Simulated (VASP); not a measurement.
# ZnCl4 (P6/mmm) in VASP: further runs

ZnCl4 is run at these levels: PBE; tasks: single point, relaxation of cell and atoms.

Program: VASP 6.6.1. These are calculated values, not measurements. Logs are shortened: lines on timing, memory, paths and dates and some standing lists are left out, and cuts for length are marked.

## 1. The cell of the first run

It takes space group P6/mmm (No. 191, hexagonal). Conventional cell: a = 4.821 Å, b = 4.821 Å, c = 7.798 Å, α = 90.00°, β = 90.00°, γ = 120.00°. Within 5.2 Å of Zn (site symmetry 6/mmm) lie 12 Cl at 3.99 Å and 6 Zn at 4.82 Å. Within 2.8 Å of Cl (site symmetry 3m) lie 4 Cl at 2.08 to 2.78 Å.

## 2. Single point, PBE

INCAR reads:

```
PREC = Accurate ; ENCUT = 520
EDIFF = 1E-6 ; ISMEAR = 0
SIGMA = 0.1 ; LREAL = F
LASPH = T ; NELM = 60
ALGO = Normal ; ISIF = 2
LWAVE = F ; LCHARG = F
GGA = PE ; NBANDS = 28
```

KPOINTS reads:

```
Automatic mesh
0
Gamma
  6 6 2
```

POSCAR reads:

```
ZnCl4
1.0
    4.8213795700      0.0000000000      0.0000000000
   -2.4106897900      4.1754371900      0.0000000000
    0.0000000000      0.0000000000      7.7982356600
Zn Cl
1 4
Direct
    0.0000000000      0.0000000000      0.5000000000
    0.3333333300      0.6666666700      0.8664479500
    0.3333333300      0.6666666700      0.1335520500
    0.6666666700      0.3333333300      0.1335520500
    0.6666666700      0.3333333300      0.8664479500
```

Potentials or basis: VASP PAW PBE potentials, release 64 (Zn, Cl).

On the command line:

```
> cat potpaw_PBE.64/Zn/POTCAR potpaw_PBE.64/Cl/POTCAR > POTCAR
> mpirun -np 1 vasp_std > vasp.out
```

OUTCAR:

```text
PREC = Accurate
   ENCUT = 520
   EDIFF = 1E-6
   ISMEAR = 0
   LREAL = F
   LASPH = T
   NELM = 60
   ISIF = 2
   GGA = PE

 ion  position               nearest neighbor table
   1  0.000  0.000  0.500-
   2  0.333  0.667  0.866-   3 2.08
   3  0.333  0.667  0.134-   2 2.08
   4  0.667  0.333  0.134-   5 2.08
   5  0.667  0.333  0.866-   4 2.08

  LATTYP: Found a hexagonal cell.
 ALAT       =     4.8213795700
 C/A-ratio  =     1.6174282789

  Lattice vectors:

 A1 = (   4.8213795700,   0.0000000000,   0.0000000000)
 A2 = (  -2.4106897900,   4.1754371900,   0.0000000000)
 A3 = (   0.0000000000,   0.0000000000,   7.7982356600)

Analysis of symmetry for initial positions (statically):
=====================================================================
 Subroutine PRICEL returns:
 Original cell was already a primitive cell.

 Routine SETGRP: Setting up the symmetry group for a
 hexagonal supercell.

 Subroutine GETGRP returns: Found 24 space group operations
 (whereof 24 operations were pure point group operations)
 out of a pool of 24 trial point group operations.

The static configuration has the point symmetry D_6h.

Analysis of symmetry for dynamics (positions and initial velocities):
=====================================================================
 Subroutine PRICEL returns:
 Original cell was already a primitive cell.

 Routine SETGRP: Setting up the symmetry group for a
 hexagonal supercell.

 Subroutine GETGRP returns: Found 24 space group operations
 (whereof 24 operations were pure point group operations)
 out of a pool of 24 trial point group operations.

The dynamic configuration has the point symmetry D_6h.

 Subroutine INISYM returns: Found 24 space group operations
 (whereof 24 operations are pure point group operations),
 and found     1 'primitive' translations

----------------------------------------------------------------------------------------

                                     Primitive cell

  volume of cell :     156.9891

  direct lattice vectors                    reciprocal lattice vectors
     4.821379570  0.000000000  0.000000000     0.207409515  0.119747940  0.000000000
    -2.410689790  4.175437190  0.000000000     0.000000000  0.239495879  0.000000000
     0.000000000  0.000000000  7.798235660     0.000000000  0.000000000  0.128234134

  length of vectors
     4.821379570  4.821379573  7.798235660     0.239495879  0.239495879  0.128234134

  position of ions in fractional coordinates (direct lattice)
     0.000000000  0.000000000  0.500000000
     0.333333330  0.666666670  0.866447950
     0.333333330  0.666666670  0.133552050
     0.666666670  0.333333330  0.133552050
     0.666666670  0.333333330  0.866447950

  ion indices of the primitive-cell ions
   primitive index   ion index
                 1           1
                 2           2
                 3           3
                 4           4
                 5           5

----------------------------------------------------------------------------------------

 KPOINTS: Automatic mesh

Automatic generation of k-mesh.
 Grid dimensions read from file:
 generate k-points for:    6    6    2

 Generating k-lattice:

  Cartesian coordinates                     Fractional coordinates (reciprocal lattice)
     0.034568253  0.019957990  0.000000000     0.166666667  0.000000000  0.000000000
     0.000000000  0.039915980  0.000000000     0.000000000  0.166666667  0.000000000
     0.000000000  0.000000000  0.064117067     0.000000000  0.000000000  0.500000000

  Length of vectors
     0.039915980  0.039915980  0.064117067

  Shift w.r.t. Gamma in fractional coordinates (k-lattice)
     0.000000000  0.000000000  0.000000000

 Subroutine IBZKPT returns following result:
 ===========================================

 Found     14 irreducible k-points:

 Following reciprocal coordinates:
            Coordinates               Weight
  0.000000  0.000000  0.000000      1.000000
  0.166667 -0.000000  0.000000      6.000000
  0.333333 -0.000000  0.000000      6.000000
  0.500000 -0.000000  0.000000      3.000000
  0.166667  0.166667  0.000000      6.000000
  0.333333  0.166667  0.000000     12.000000
  0.333333  0.333333  0.000000      2.000000
  0.000000  0.000000  0.500000      1.000000
  0.166667 -0.000000  0.500000      6.000000
  0.333333 -0.000000  0.500000      6.000000
  0.500000 -0.000000  0.500000      3.000000
  0.166667  0.166667  0.500000      6.000000
  0.333333  0.166667  0.500000     12.000000
  0.333333  0.333333  0.500000      2.000000
   k-points           NKPTS =     14   k-points in BZ     NKDIM =     14   number of bands    NBANDS=     28
   number of dos      NEDOS =    301   number of ions     NIONS =      5
   total plane-waves  NPLWV =  77760
   dimension x,y,z NGX =    36 NGY =   36 NGZ =   60
   dimension x,y,z NGXF=    72 NGYF=   72 NGZF=  120
   ions per type =               1   4
   NGX,Y,Z   is equivalent  to a cutoff of  12.41, 12.41, 12.79 a.u.
   NGXF,Y,Z  is equivalent  to a cutoff of  24.83, 24.83, 25.58 a.u.
 SYSTEM =  unknown system
   PREC   = accura    normal or accurate (medium, high low for compatibility)
   ISTART =      0    job   : 0-new  1-cont  2-samecut
   ICHARG =      2    charge: 1-file 2-atom 10-const
   ISPIN  =      1    spin polarized calculation?
   LNONCOLLINEAR =      F non collinear calculations
   LSORBIT =      F    spin-orbit coupling
   LASPH  =      T    aspherical Exc in radial PAW
   ENCUT  =  520.0 eV  38.22 Ry    6.18 a.u.   8.96  8.96 14.50*2*pi/ulx,y,z
   NELM   =     60;   NELMIN=  2; NELMDL= -5     # of ELM steps
   EDIFF  = 0.1E-05   stopping-criterion for ELM
   LREAL  =      F    real-space projection
   EDIFFG = 0.1E-04   stopping-criterion for IOM
   NSW    =      0    number of steps for IOM
   IBRION =     -1    ionic relax: 0-MD 1-quasi-New 2-CG
   NFREE  =      0    steps in history (QN), initial steepest desc. (CG)
   ISIF   =      2    stress and relaxation
   ISYM   =      2    0-nonsym 1-usesym 2-fastsym
   POTIM  = 0.5000    time-step for ionic-motion
   TEBEG  =    0.0;   TEEND  =   0.0 temperature during run
   PSTRESS=    0.0 pullay stress
   NELECT =      40.0000    total number of electrons
   NUPDOWN=      -1.0000    fix difference up-down
   EMIN   =  10.00;   EMAX   =-10.00  energy-range for DOS
   EFERMI =   0.00;   METHOD = LEGACY
   ISMEAR =     0;   SIGMA  =   0.10  broadening in eV -4-tet -1-fermi 0-gaus
   EFERMI_NEDOS =   21; number of points for ismear=-14 and -15
   IALGO  =     38    algorithm
   IMIX   =      4    mixing-type and parameters
     AMIX     =   0.40;   BMIX     =  1.00
     AMIX_MAG =   1.60;   BMIX_MAG =  1.00
  volume/ion in A,a.u.               =      31.40       211.88
  Fermi-wavevector in a.u.,A,eV,Ry     =   1.037859  1.961269 14.655528  1.077151
  Thomas-Fermi vector in A             =   2.172316
   LORBIT       =      0    0 simple, 1 ext, 2 COOP (PROOUT), +10 PAW based schemes
   GGA     = PE    functional components
   LHFCALC =     F    Hartree Fock is set to
   AEXX    =    0.0000 exact exchange contribution
   IVDW    =     0    specifies the selected vdW correction
   LEPSILON=     F    determine dielectric tensor
   LRPA    =     F    only Hartree local field effects (RPA)
 non-spin polarized calculation
 Gauss-broadening in eV      SIGMA  =   0.10
  energy-cutoff  :      520.00
  volume of cell :      156.99
 maximum number of plane-waves:      4237
 NGX is ok and might be reduce to    36
   NGX = 17   NGY = 17   NGZ = 29

 number of electron      39.9999993 magnetization

 Free energy of the ion-electron system (eV)
  ---------------------------------------------------
  ext. energy  EPLUGINS =         0.00000000
  ---------------------------------------------------
  free energy    TOTEN  =        -4.49188326 eV

  energy without entropy =       -4.45851374  energy(sigma->0) =       -4.47519850

 E-fermi :   0.4216     XC(G=0):  -7.4009

 val. band max:        0.3544568476   @ k =   0.1667   0.1667   0.0000
 cond. band min:       0.4372864523   @ k =   0.3333  -0.0000   0.0000
 fundamental gap:      0.0828296047
 Fermi energy:         0.4216144689

 k-point     1 :       0.0000    0.0000    0.0000
  band No.  band energies     occupation
      1     -17.9275      2.00000
      2     -16.2626      2.00000
      3     -14.5817      2.00000
      4     -12.7713      2.00000
      5      -6.6364      2.00000
      6      -5.3718      2.00000
[... 20 lines left out ...]
     27       8.0614      0.00000
     28       8.0618      0.00000

 k-point     2 :       0.1667   -0.0000    0.0000
  band No.  band energies     occupation
      1     -17.8441      2.00000
      2     -16.3815      2.00000
      3     -14.4930      2.00000
      4     -12.9044      2.00000
      5      -6.5582      2.00000
      6      -5.4674      2.00000
[... 20 lines left out ...]
     27       8.0210      0.00000
     28       8.4917      0.00000

 k-point     3 :       0.3333   -0.0000    0.0000
  band No.  band energies     occupation
      1     -17.6221      2.00000
      2     -16.6726      2.00000
      3     -14.2561      2.00000
      4     -13.2273      2.00000
      5      -6.3527      2.00000
      6      -5.6542      2.00000
[... 20 lines left out ...]
     27       7.9137      0.00000
     28       8.7890      0.00000

 k-point     4 :       0.5000   -0.0000    0.0000
  band No.  band energies     occupation
      1     -17.4359      2.00000
      2     -16.8925      2.00000
      3     -14.0564      2.00000
      4     -13.4687      2.00000
      5      -6.1779      2.00000
      6      -5.7859      2.00000
[... 268 lines left out ...]
     27       8.0619      0.00000
     28       8.3777      0.00000

 k-point    13 :       0.3333    0.1667    0.5000
  band No.  band energies     occupation
      1     -17.4364      2.00000
      2     -16.8911      2.00000
      3     -14.0591      2.00000
      4     -13.4685      2.00000
      5      -6.1689      2.00000
      6      -5.8838      2.00000
[... 20 lines left out ...]
     27       8.0477      0.00000
     28       8.4755      0.00000

 k-point    14 :       0.3333    0.3333    0.5000
  band No.  band energies     occupation
      1     -17.1720      2.00000
      2     -17.1720      2.00000
      3     -13.7738      2.00000
      4     -13.7738      2.00000
      5      -6.0209      2.00000
      6      -5.9537      2.00000
[... 20 lines left out ...]
     27       8.5159      0.00000
     28       8.5159      0.00000

------------------------ aborting loop because EDIFF is reached ----------------------------------------

  FORCE on cell =-STRESS in cart. coord.  units (eV):
  Direction    XX          YY          ZZ          XY          YZ          ZX
  --------------------------------------------------------------------------------------
  -------------------------------------------------------------------------------------
  Total        9.4803570      9.4803570     -0.8416670     -0.0000000      0.0000000     -0.0000000
  in kB       96.7532670     96.7532670     -8.5897647     -0.0000001      0.0000000     -0.0000000
  external PRESSURE =      61.6389231 kB  Pullay stress =       0.0000000 kB

 VOLUME and BASIS-vectors are now :
 -----------------------------------------------------------------------------
  energy-cutoff  :      520.00
  volume of cell :      156.99
      direct lattice vectors                 reciprocal lattice vectors
     4.821379570  0.000000000  0.000000000     0.207409515  0.119747940  0.000000000
    -2.410689790  4.175437190  0.000000000     0.000000000  0.239495879  0.000000000
     0.000000000  0.000000000  7.798235660     0.000000000  0.000000000  0.128234134

 POSITION                                       TOTAL-FORCE (eV/Angst)
 -----------------------------------------------------------------------------------
      0.00000      0.00000      3.89912        -0.000000      0.000000     -0.000000
     -0.00000      2.78362      6.75677         0.000000     -0.000000     -0.034930
     -0.00000      2.78362      1.04147         0.000000     -0.000000      0.034930
      2.41069      1.39181      1.04147        -0.000000      0.000000      0.034930
      2.41069      1.39181      6.75677        -0.000000      0.000000     -0.034930
 -----------------------------------------------------------------------------------
    total drift:                                0.000000     -0.000000      0.000000

  FREE ENERGIE OF THE ION-ELECTRON SYSTEM (eV)
  ---------------------------------------------------
  free  energy   TOTEN  =        -4.4918832585 eV

  energy  without entropy=       -4.4585137397  energy(sigma->0) =       -4.47519850
```

Run time: 32 s. Hardware: 1 thread of Intel Xeon 6975P-C (Granite Rapids), shared host; peak memory 0.27 GiB.

Results:

- Free energy: -4.4919 eV
- Pressure: 6.2 GPa
- Largest force: 0.035 eV/Å
- Band gap on the k mesh: zero (band 20 reaches 0.62 eV, above the bottom of band 21 at 0.04 eV)

Forces on the atoms (eV/Å):
```
Zn   0.000  0.000  0.000
Cl   0.000  0.000 -0.035
Cl   0.000  0.000  0.035
Cl   0.000  0.000  0.035
Cl   0.000  0.000 -0.035
```

Caveat: the k points lie up to 0.40 Å⁻¹ apart.

## 3. Single point, PBE

This run uses another cell than the first one, of 52.95 Å³/atom, 1.686 times its volume.

INCAR reads:

```
  PREC = Accurate
  ENCUT = 520
  EDIFF = 1E-6
  ISMEAR = 0
  SIGMA = 0.1
  LREAL = False
  LASPH = True
  NELM = 100
  ALGO = Normal
  ISIF = 2
  LWAVE = False
  LCHARG = False
  GGA = PE
  NBANDS = 28
```

KPOINTS reads:

```
regular mesh
0
Gamma
  3 3 4
```

POSCAR reads:

```
ZnCl4
1.0
    7.0756429834      0.0000000000      0.0000000000
   -3.5378214917      6.1276865718      0.0000000000
    0.0000000000      0.0000000000      6.1059263206
Zn Cl
1 4
Direct
    0.0000000000      0.0000000000      0.5000000000
    0.3333333333      0.6666666667      0.8357210093
    0.3333333333      0.6666666667      0.1642789907
    0.6666666667      0.3333333333      0.1642789907
    0.6666666667      0.3333333333      0.8357210093
```

Potentials or basis: VASP PAW PBE potentials, release 64 (Zn, Cl).

On the command line:

```
> cat potpaw_PBE.64/Zn/POTCAR potpaw_PBE.64/Cl/POTCAR > POTCAR
> mpirun -np 1 vasp_std > vasp.out
```

Run time: 45 s. Hardware: 1 thread of Intel Xeon 6975P-C (Granite Rapids), shared host; peak memory 0.38 GiB.

The run converged. Its results:

| Property | Result |
| --- | --- |
| Free energy | -7.2923 eV |
| Pressure | -0.2 GPa |
| Largest force | 0.182 eV/Å |
| Band gap on the k mesh | 1.05 eV, indirect (least direct gap 1.08 eV) |

Forces on the atoms (eV/Å):
```
Zn   0.000  0.000  0.000
Cl   0.000  0.000  0.182
Cl   0.000  0.000 -0.182
Cl   0.000  0.000 -0.182
Cl   0.000  0.000  0.182
```

Stress tensor (GPa, compression positive):
```
-0.02  0.00  0.00
 0.00 -0.02  0.00
 0.00  0.00 -0.46
```

Levels at points of the mesh, in eV from the valence-band top:
```tsv
k point	band 18	band 19	band 20	band 21	band 22	band 23
(0.00, 0.00, 0.00)	-1.29	-1.29	-0.21	1.84	1.92	4.88
(0.00, 0.00, 0.50)	-1.35	-1.35	-0.24	1.13	1.22	3.98
```

## 4. Single point, PBE

This run uses another cell than the first one, of 48.87 Å³/atom, 1.556 times its volume.

INCAR: that of step 3 with these lines changed.

```diff
@@ -7,3 +7,3 @@
   LASPH = True
-  NELM = 100
+  NELM = 80
   ALGO = Normal
```

KPOINTS reads:

```
regular mesh
0
Gamma
  6 6 2
```

POSCAR reads:

```
ZnCl4
1.0
    6.7269264663      0.0000000040      0.0000000000
   -3.3634632366      5.8256892072      0.0000000000
    0.0000000000      0.0000000000      6.2349904736
Zn Cl
1 4
Direct
    0.0000000000      0.0000000000      0.5000000000
    0.3333333333      0.6666666667      0.8387241456
    0.3333333333      0.6666666667      0.1612758544
    0.6666666667      0.3333333333      0.1612758544
    0.6666666667      0.3333333333      0.8387241456
```

On the command line:

```
> cat potpaw_PBE.64/Zn/POTCAR potpaw_PBE.64/Cl/POTCAR > POTCAR
> mpirun -np 1 vasp_std > vasp.out
```

Run time: 61 s. Hardware: 1 thread of Intel Xeon 6975P-C (Granite Rapids), shared host; peak memory 0.36 GiB.

Results (log left out):

```
Free energy            : -7.2794 eV
Pressure               : -0.1 GPa
Largest force          : 0.221 eV/Å
Band gap on the k mesh : 1.04 eV, indirect (least direct gap 1.06 eV)
```

Forces in eV/Å, atoms in the order of the input:
```
Zn   0.000  0.000  0.000
Cl   0.000  0.000  0.221
Cl   0.000  0.000 -0.221
Cl   0.000  0.000 -0.221
Cl   0.000  0.000  0.221
```

Stress tensor (GPa, compression positive):
```
 0.12  0.00  0.00
 0.00  0.12  0.00
 0.00  0.00 -0.59
```

Levels at points of the mesh, in eV from the valence-band top:
```csv
k point,band 17,band 18,band 19,band 20,band 21,band 22,band 23,band 24
"(0.00, 0.00, 0.00)",-1.65,-1.19,-1.19,-0.25,1.77,1.89,4.96,4.96
"(0.50, 0.00, 0.00)",-1.56,-1.29,-1.13,-0.17,1.81,1.85,4.33,4.83
"(0.00, 0.00, 0.50)",-1.72,-1.25,-1.25,-0.34,1.21,1.32,3.99,5.23
"(0.50, 0.00, 0.50)",-1.72,-1.35,-1.17,-0.01,1.04,1.23,4.53,4.88
```

Caveat: the k points lie up to 0.50 Å⁻¹ apart.

[end of part 1 of 2]
